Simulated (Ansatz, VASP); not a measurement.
# Se: VASP beside Ansatz

```xyz
3
Lattice="4.0681 0.0000 0.0000 -2.0341 3.5231 0.0000 0.0000 0.0000 5.1277" Properties=species:S:1:pos:R:3 pbc="T T T"
Se    1.0062    0.0000    1.7092
Se   -0.5031    0.8714    3.4185
Se    1.5310    2.6517    0.0000
```

Alike in both runs: task relaxation of cell and atoms; functional LDA; k mesh 12 × 12 × 8; occupations gaussian, width 0.02 eV; no spin polarisation.

|  | VASP | Ansatz |
| --- | --- | --- |
| version | VASP 6.6.1 | Ansatz 0.2.0 |
| potentials or method | VASP PAW LDA potentials, release 64 (Se), cutoff 600 eV | scalar-relativistic, plane waves, PAW |
| valence electrons in the cell | 18 | 48 |

```csv
,VASP,Ansatz,Ansatz less VASP
"gap on the k mesh at the Fermi level, each at its own relaxed structure (eV)",0.27,0.29,+0.029
relaxed volume (Å³/atom),23.04,23.04,-0.003
relaxed length of the cell vector where the two differ most in proportion (Å),5.128,5.117,-0.0107
```

LDA's correlation is that of Perdew and Zunger in VASP and of Perdew and Wang (1992) in Ansatz. VASP's potentials hold 18 valence electrons a cell and Ansatz's 48, so a difference there can come from the potentials and not from the codes.
